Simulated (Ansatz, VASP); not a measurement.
**Ga2O3 in VASP and in Ansatz**

```xyz
10
Lattice="2.4923 1.4389 4.4806 -2.4923 1.4389 4.4806 0.0000 -2.8778 4.4806" Properties=species:S:1:pos:R:3 pbc="T T T"
Ga    0.0000    0.0000   11.4986
Ga    0.0000    0.0000    4.7776
Ga    0.0000    0.0000    1.9434
Ga    0.0000    0.0000    8.6643
O     0.9788   -1.4389    5.6008
O    -1.7355   -0.1282    5.6008
O    -0.9788    1.4389    7.8411
O    -0.7567   -1.5671    7.8411
O     1.7355    0.1282    7.8411
O     0.7567    1.5671    5.6008
```

Alike in both runs: task single point; functional PBE; k mesh 6 × 6 × 6; no spin polarisation.

|  | VASP | Ansatz |
| --- | --- | --- |
| version | VASP 6.6.1 | Ansatz 0.2.0 |
| potentials or method | VASP PAW PBE potentials, release 64 (Ga_d, O) | plane waves, PAW |
| plane-wave cutoff (eV) | 520 | 420 |
| occupations | gaussian, width 0.01 eV | fixed |
| valence electrons in the cell | 88 | 88 |

VASP gave:

- gap on the k mesh at the Fermi level (eV): 2.85
- pressure (GPa): 10.4
- traceless stress, the component that is largest in VASP (GPa): -0.86
- rms of the force components (eV/Å): 0.027

Question: What did Ansatz give for the same quantities?

Answer: gap on the k mesh at the Fermi level (eV): 2.85; pressure (GPa): 9.4; traceless stress, the component that is largest in VASP (GPa): -0.78; rms of the force components (eV/Å): 0.021.

Atom by atom the forces differ by 0.007 eV/Å (rms over components).
